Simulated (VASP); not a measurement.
# CdSe (F-43m) in VASP: notebook

The runs below take CdSe through single point, with LDA.

Program: VASP 6.6.1. These are calculated values, not measurements. Logs are shortened: lines on timing, memory, paths and dates and some standing lists are left out, and cuts for length are marked.

## 1. The cell of the first run

It takes space group F-43m (No. 216, cubic). The conventional cell has a = 6.141 Å, b = 6.141 Å, c = 6.141 Å, α = 90.00°, β = 90.00°, γ = 90.00°. Cd (site symmetry -43m) has 4 Se at 2.66 Å within 3.5 Å. Within 3.5 Å of Se (site symmetry -43m) lie 4 Cd at 2.66 Å.

## 2. Single point, LDA

Input file INCAR:

```
ALGO = Normal ; EDIFF = 1E-6
ENCUT = 520 ; ISIF = 2
ISMEAR = 0 ; LASPH = True
LCHARG = False ; LREAL = False
LWAVE = False ; NBANDS = 16
NELM = 80 ; PREC = Accurate
SIGMA = 0.1
```

Input file KPOINTS:

```
k-points
0
Gamma
  6 6 6
```

Input file POSCAR:

```
CdSe
1.0
    0.0000000000      3.0702712000      3.0702712000
    3.0702712000      0.0000000000      3.0702712000
    3.0702712000      3.0702712000      0.0000000000
Cd Se
1 1
Direct
    0.0000000000      0.0000000000      0.0000000000
    0.2500000000      0.2500000000      0.2500000000
```

Potentials or basis: VASP PAW LDA potentials, release 64 (Cd, Se).

Command:

```sh
$ cat potpaw_LDA.64/Cd/POTCAR potpaw_LDA.64/Se/POTCAR > POTCAR
$ mpirun -np 1 vasp_std > vasp.out
```

OUTCAR:

```text
EDIFF = 1E-6
   ENCUT = 520
   ISIF = 2
   ISMEAR = 0
   LASPH = True
   LREAL = False
   NELM = 80
   PREC = Accurate

 ion  position               nearest neighbor table
   1  0.000  0.000  0.000-   2 2.66   2 2.66   2 2.66   2 2.66
   2  0.250  0.250  0.250-   1 2.66   1 2.66   1 2.66   1 2.66

  LATTYP: Found a face centered cubic cell.
 ALAT       =     6.1405424000

  Lattice vectors:

 A1 = (   0.0000000000,   3.0702712000,   3.0702712000)
 A2 = (   3.0702712000,   0.0000000000,   3.0702712000)
 A3 = (   3.0702712000,   3.0702712000,   0.0000000000)

Analysis of symmetry for initial positions (statically):
=====================================================================
 Subroutine PRICEL returns:
 Original cell was already a primitive cell.

 Routine SETGRP: Setting up the symmetry group for a
 face centered cubic supercell.

 Subroutine GETGRP returns: Found 24 space group operations
 (whereof 24 operations were pure point group operations)
 out of a pool of 48 trial point group operations.

The static configuration has the point symmetry T_d .

Analysis of symmetry for dynamics (positions and initial velocities):
=====================================================================
 Subroutine PRICEL returns:
 Original cell was already a primitive cell.

 Routine SETGRP: Setting up the symmetry group for a
 face centered cubic supercell.

 Subroutine GETGRP returns: Found 24 space group operations
 (whereof 24 operations were pure point group operations)
 out of a pool of 48 trial point group operations.

The dynamic configuration has the point symmetry T_d .

 Subroutine INISYM returns: Found 24 space group operations
 (whereof 24 operations are pure point group operations),
 and found     1 'primitive' translations

----------------------------------------------------------------------------------------

                                     Primitive cell

  volume of cell :      57.8842

  direct lattice vectors                    reciprocal lattice vectors
     0.000000000  3.070271200  3.070271200    -0.162852063  0.162852063  0.162852063
     3.070271200  0.000000000  3.070271200     0.162852063 -0.162852063  0.162852063
     3.070271200  3.070271200  0.000000000     0.162852063  0.162852063 -0.162852063

  length of vectors
     4.342019171  4.342019171  4.342019171     0.282068048  0.282068048  0.282068048

  position of ions in fractional coordinates (direct lattice)
     0.000000000  0.000000000  0.000000000
     0.250000000  0.250000000  0.250000000

  ion indices of the primitive-cell ions
   primitive index   ion index
                 1           1
                 2           2

----------------------------------------------------------------------------------------

 KPOINTS: k-points

Automatic generation of k-mesh.
 Grid dimensions read from file:
 generate k-points for:    6    6    6

 Generating k-lattice:

  Cartesian coordinates                     Fractional coordinates (reciprocal lattice)
    -0.027142011  0.027142011  0.027142011     0.166666667  0.000000000  0.000000000
     0.027142011 -0.027142011  0.027142011     0.000000000  0.166666667  0.000000000
     0.027142011  0.027142011 -0.027142011     0.000000000  0.000000000  0.166666667

  Length of vectors
     0.047011341  0.047011341  0.047011341

  Shift w.r.t. Gamma in fractional coordinates (k-lattice)
     0.000000000  0.000000000  0.000000000

 Subroutine IBZKPT returns following result:
 ===========================================

 Found     16 irreducible k-points:

 Following reciprocal coordinates:
            Coordinates               Weight
  0.000000  0.000000  0.000000      1.000000
  0.166667  0.000000  0.000000      8.000000
  0.333333  0.000000  0.000000      8.000000
  0.500000  0.000000  0.000000      4.000000
  0.166667  0.166667  0.000000      6.000000
  0.333333  0.166667  0.000000     24.000000
[... 8 lines left out ...]
 -0.333333  0.333333  0.166667     24.000000
 -0.333333  0.500000  0.166667     12.000000
   k-points           NKPTS =     16   k-points in BZ     NKDIM =     16   number of bands    NBANDS=     16
   number of dos      NEDOS =    301   number of ions     NIONS =      2
   total plane-waves  NPLWV =  32768
   dimension x,y,z NGX =    32 NGY =   32 NGZ =   32
   dimension x,y,z NGXF=    64 NGYF=   64 NGZF=   64
   ions per type =               1   1
   NGX,Y,Z   is equivalent  to a cutoff of  12.25, 12.25, 12.25 a.u.
   NGXF,Y,Z  is equivalent  to a cutoff of  24.50, 24.50, 24.50 a.u.
 SYSTEM =  unknown system
   PREC   = accura    normal or accurate (medium, high low for compatibility)
   ISTART =      0    job   : 0-new  1-cont  2-samecut
   ICHARG =      2    charge: 1-file 2-atom 10-const
   ISPIN  =      1    spin polarized calculation?
   LNONCOLLINEAR =      F non collinear calculations
   LSORBIT =      F    spin-orbit coupling
   LASPH  =      T    aspherical Exc in radial PAW
   ENCUT  =  520.0 eV  38.22 Ry    6.18 a.u.   8.07  8.07  8.07*2*pi/ulx,y,z
   NELM   =     80;   NELMIN=  2; NELMDL= -5     # of ELM steps
   EDIFF  = 0.1E-05   stopping-criterion for ELM
   LREAL  =      F    real-space projection
   EDIFFG = 0.1E-04   stopping-criterion for IOM
   NSW    =      0    number of steps for IOM
   IBRION =     -1    ionic relax: 0-MD 1-quasi-New 2-CG
   NFREE  =      0    steps in history (QN), initial steepest desc. (CG)
   ISIF   =      2    stress and relaxation
   ISYM   =      2    0-nonsym 1-usesym 2-fastsym
   POTIM  = 0.5000    time-step for ionic-motion
   TEBEG  =    0.0;   TEEND  =   0.0 temperature during run
   PSTRESS=    0.0 pullay stress
   NELECT =      18.0000    total number of electrons
   NUPDOWN=      -1.0000    fix difference up-down
   EMIN   =  10.00;   EMAX   =-10.00  energy-range for DOS
   EFERMI =   0.00;   METHOD = LEGACY
   ISMEAR =     0;   SIGMA  =   0.10  broadening in eV -4-tet -1-fermi 0-gaus
   EFERMI_NEDOS =   21; number of points for ismear=-14 and -15
   IALGO  =     38    algorithm
   IMIX   =      4    mixing-type and parameters
     AMIX     =   0.40;   BMIX     =  1.00
     AMIX_MAG =   1.60;   BMIX_MAG =  1.00
  volume/ion in A,a.u.               =      28.94       195.31
  Fermi-wavevector in a.u.,A,eV,Ry     =   1.109121  2.095935 16.737199  1.230149
  Thomas-Fermi vector in A             =   2.245657
   LORBIT       =      0    0 simple, 1 ext, 2 COOP (PROOUT), +10 PAW based schemes
   GGA     = CA    functional components
   LHFCALC =     F    Hartree Fock is set to
   AEXX    =    0.0000 exact exchange contribution
   IVDW    =     0    specifies the selected vdW correction
   LEPSILON=     F    determine dielectric tensor
   LRPA    =     F    only Hartree local field effects (RPA)
 non-spin polarized calculation
 Gauss-broadening in eV      SIGMA  =   0.10
  energy-cutoff  :      520.00
  volume of cell :       57.88
 maximum number of plane-waves:      1588
   NGX = 17   NGY = 17   NGZ = 17

 number of electron      18.0000006 magnetization

 Free energy of the ion-electron system (eV)
  ---------------------------------------------------
  ext. energy  EPLUGINS =         0.00000000
  ---------------------------------------------------
  free energy    TOTEN  =        -6.72673170 eV

  energy without entropy =       -6.72664093  energy(sigma->0) =       -6.72668632

 E-fermi :   0.7525     XC(G=0):  -9.1641

 val. band max:        0.5859986048   @ k =   0.0000   0.0000   0.0000
 cond. band min:       0.8878816086   @ k =   0.0000   0.0000   0.0000
 fundamental gap:      0.3018830038
 Fermi energy:         0.7525184188

 k-point     1 :       0.0000    0.0000    0.0000
  band No.  band energies     occupation
      1     -11.9032      2.00000
      2      -7.2736      2.00000
      3      -7.2736      2.00000
      4      -7.2736      2.00000
      5      -6.9246      2.00000
      6      -6.9246      2.00000
[... 8 lines left out ...]
     15      11.6055      0.00000
     16      11.6055      0.00000

 k-point     2 :       0.1667    0.0000    0.0000
  band No.  band energies     occupation
      1     -11.8157      2.00000
      2      -7.2467      2.00000
      3      -7.2467      2.00000
      4      -7.1905      2.00000
      5      -6.9255      2.00000
      6      -6.9255      2.00000
[... 8 lines left out ...]
     15      10.5896      0.00000
     16      10.7698      0.00000

 k-point     3 :       0.3333    0.0000    0.0000
  band No.  band energies     occupation
      1     -11.6378      2.00000
      2      -7.2019      2.00000
      3      -7.2019      2.00000
      4      -6.9155      2.00000
      5      -6.9155      2.00000
      6      -6.9092      2.00000
[... 8 lines left out ...]
     15      10.9944      0.00000
     16      10.9944      0.00000

 k-point     4 :       0.5000    0.0000    0.0000
  band No.  band energies     occupation
      1     -11.5480      2.00000
      2      -7.1859      2.00000
      3      -7.1859      2.00000
      4      -6.9029      2.00000
      5      -6.9029      2.00000
      6      -6.6536      2.00000
[... 8 lines left out ...]
     15      12.5400      0.00000
     16      12.5400      0.00000

 k-point     5 :       0.1667    0.1667    0.0000
  band No.  band energies     occupation
      1     -11.7868      2.00000
      2      -7.2190      2.00000
      3      -7.2190      2.00000
      4      -7.2018      2.00000
      5      -6.9409      2.00000
      6      -6.9109      2.00000
[... 8 lines left out ...]
     15      11.8454      0.00000
     16      11.9038      0.00000

 k-point     6 :       0.3333    0.1667    0.0000
  band No.  band energies     occupation
      1     -11.6396      2.00000
      2      -7.1875      2.00000
      3      -7.1666      2.00000
      4      -7.0300      2.00000
      5      -6.9017      2.00000
      6      -6.8990      2.00000
[... 8 lines left out ...]
     15      11.9668      0.00000
     16      12.1157      0.00000

 k-point     7 :       0.5000    0.1667    0.0000
  band No.  band energies     occupation
      1     -11.5211      2.00000
      2      -7.1682      2.00000
      3      -7.1457      2.00000
      4      -6.9459      2.00000
      5      -6.8986      2.00000
      6      -6.6364      2.00000
[... 8 lines left out ...]
     15      12.1423      0.00000
     16      12.6575      0.00000

 k-point     8 :      -0.3333    0.1667    0.0000
  band No.  band energies     occupation
      1     -11.5506      2.00000
      2      -7.1690      2.00000
      3      -7.1647      2.00000
      4      -6.9268      2.00000
      5      -6.9252      2.00000
      6      -6.7146      2.00000
[... 8 lines left out ...]
     15      11.2839      0.00000
     16      12.4412      0.00000

 k-point     9 :      -0.1667    0.1667    0.0000
  band No.  band energies     occupation
      1     -11.6982      2.00000
      2      -7.2152      2.00000
      3      -7.1973      2.00000
      4      -7.0588      2.00000
      5      -6.9382      2.00000
      6      -6.9013      2.00000
[... 8 lines left out ...]
     15      10.9956      0.00000
     16      12.2497      0.00000

 k-point    10 :       0.3333    0.3333    0.0000
  band No.  band energies     occupation
      1     -11.5526      2.00000
      2      -7.0980      2.00000
      3      -7.0980      2.00000
      4      -7.0835      2.00000
      5      -6.8835      2.00000
      6      -6.8314      2.00000
[... 8 lines left out ...]
     15      12.4803      0.00000
     16      14.3112      0.00000

 k-point    11 :       0.5000    0.3333    0.0000
  band No.  band energies     occupation
      1     -11.4652      2.00000
      2      -7.1135      2.00000
      3      -7.0666      2.00000
      4      -7.0189      2.00000
      5      -6.8837      2.00000
      6      -6.6077      2.00000
[... 8 lines left out ...]
     15      12.9764      0.00000
     16      13.5142      0.00000

 k-point    12 :      -0.3333    0.3333    0.0000
  band No.  band energies     occupation
      1     -11.4650      2.00000
      2      -7.1382      2.00000
      3      -7.0953      2.00000
      4      -6.9609      2.00000
      5      -6.9118      2.00000
      6      -6.5282      2.00000
[... 8 lines left out ...]
     15      11.2398      0.00000
     16      14.3459      0.00000

 k-point    13 :       0.5000    0.5000    0.0000
  band No.  band energies     occupation
      1     -11.4363      2.00000
      2      -7.0939      2.00000
      3      -7.0305      2.00000
      4      -7.0305      2.00000
      5      -6.8698      2.00000
      6      -6.5946      2.00000
[... 8 lines left out ...]
     15      12.9540      0.00000
     16      13.6147      0.00000

 k-point    14 :       0.5000    0.3333    0.1667
  band No.  band energies     occupation
      1     -11.5229      2.00000
      2      -7.1379      2.00000
      3      -7.1293      2.00000
      4      -6.9882      2.00000
      5      -6.9001      2.00000
      6      -6.7026      2.00000
[... 8 lines left out ...]
     15      12.4377      0.00000
     16      13.5064      0.00000

 k-point    15 :      -0.3333    0.3333    0.1667
  band No.  band energies     occupation
      1     -11.4650      2.00000
      2      -7.1316      2.00000
      3      -7.1049      2.00000
      4      -6.9552      2.00000
      5      -6.9143      2.00000
      6      -6.5277      2.00000
[... 8 lines left out ...]
     15      12.2208      0.00000
     16      13.4198      0.00000

 k-point    16 :      -0.3333    0.5000    0.1667
  band No.  band energies     occupation
      1     -11.4369      2.00000
      2      -7.0980      2.00000
      3      -7.0823      2.00000
      4      -6.9843      2.00000
      5      -6.8987      2.00000
      6      -6.5045      2.00000
[... 8 lines left out ...]
     15      13.1375      0.00000
     16      13.3795      0.00000

------------------------ aborting loop because EDIFF is reached ----------------------------------------

  FORCE on cell =-STRESS in cart. coord.  units (eV):
  Direction    XX          YY          ZZ          XY          YZ          ZX
  --------------------------------------------------------------------------------------
  -------------------------------------------------------------------------------------
  Total       -1.0417631     -1.0417631     -1.0417631      0.0000000      0.0000000     -0.0000000
  in kB      -28.8349586    -28.8349586    -28.8349586      0.0000000      0.0000000     -0.0000000
  external PRESSURE =     -28.8349586 kB  Pullay stress =       0.0000000 kB

 VOLUME and BASIS-vectors are now :
 -----------------------------------------------------------------------------
  energy-cutoff  :      520.00
  volume of cell :       57.88
      direct lattice vectors                 reciprocal lattice vectors
     0.000000000  3.070271200  3.070271200    -0.162852063  0.162852063  0.162852063
     3.070271200  0.000000000  3.070271200     0.162852063 -0.162852063  0.162852063
     3.070271200  3.070271200  0.000000000     0.162852063  0.162852063 -0.162852063

 POSITION                                       TOTAL-FORCE (eV/Angst)
 -----------------------------------------------------------------------------------
      0.00000      0.00000      0.00000        -0.000000     -0.000000     -0.000000
      1.53514      1.53514      1.53514         0.000000      0.000000      0.000000
 -----------------------------------------------------------------------------------
    total drift:                               -0.000000     -0.000000     -0.000000

  FREE ENERGIE OF THE ION-ELECTRON SYSTEM (eV)
  ---------------------------------------------------
  free  energy   TOTEN  =        -6.7267316991 eV

  energy  without entropy=       -6.7266409314  energy(sigma->0) =       -6.72668632
```

Run time: 13 s. Hardware: 1 thread of Intel Xeon 8259CL, shared host; peak memory 0.16 GiB.

What came out:

```yaml
Free_energy: -6.7267 eV
Pressure: -2.9 GPa
Band_gap_on_the_k_mesh: 0.30 eV
```

## 3. Single point, LDA

This run uses another cell than the first one, of 27.11 Å³/atom.

Input file INCAR:

```
SYSTEM = CdSe
PREC     = Accurate       ! precision mode
ENCUT    = 520            ! plane-wave cutoff, eV
EDIFF    = 1E-6           ! SCF threshold, eV
ISMEAR   = 0              ! smearing method
SIGMA    = 0.01           ! smearing width, eV
LREAL    = .False.        ! projectors in reciprocal space
LASPH    = .True.         ! aspherical terms in the spheres
NELM     = 100            ! most SCF steps
ALGO     = Normal         ! electronic algorithm
ISIF     = 2              ! what is computed and relaxed
LWAVE    = .False.        ! write WAVECAR
LCHARG   = .False.        ! write CHGCAR
NBANDS   = 16             ! bands
```

Input file KPOINTS:

```
Automatic mesh
0
Gamma
  10 10 10
  0 0 0
```

Input file POSCAR:

```
CdSe
1.0
    0.0000000000      3.0039651660      3.0039651660
    3.0039651660      0.0000000000      3.0039651660
    3.0039651660      3.0039651660      0.0000000000
Cd Se
1 1
Direct
    0.0000000000      0.0000000000      0.0000000000
    0.2500000000      0.2500000000      0.2500000000
```

Potentials or basis: VASP PAW LDA potentials, release 64 (Cd, Se).

Command:

```sh
$ cat potpaw_LDA.64/Cd/POTCAR potpaw_LDA.64/Se/POTCAR > POTCAR
$ mpirun -np 1 vasp_std > vasp.out
```

It took 39 s on 1 thread of Intel Xeon 8259CL, shared host; peak memory 0.18 GiB.

It converged, with:

| Property | Result |
| --- | --- |
| Free energy | -6.7623 eV |
| Pressure | 0.5 GPa |
| Band gap on the k mesh | 0.44 eV |

Levels at points of the mesh, in eV from the valence-band top:
| k point | band 5 | band 6 | band 7 | band 8 | band 9 | band 10 | band 11 | band 12 | band 13 | band 14 |
| --- | --- | --- | --- | --- | --- | --- | --- | --- | --- | --- |
| (0.00, 0.00, 0.00) | -7.67 | -7.67 | 0.00 | 0.00 | 0.00 | 0.44 | 5.80 | 5.80 | 5.80 | 9.65 |
| (0.50, 0.00, 0.00) | -7.64 | -7.35 | -4.70 | -0.82 | -0.82 | 2.24 | 6.32 | 6.32 | 7.30 | 9.90 |
| (0.50, 0.50, 0.00) | -7.60 | -7.28 | -4.33 | -2.02 | -2.02 | 2.87 | 3.64 | 9.06 | 10.25 | 10.25 |
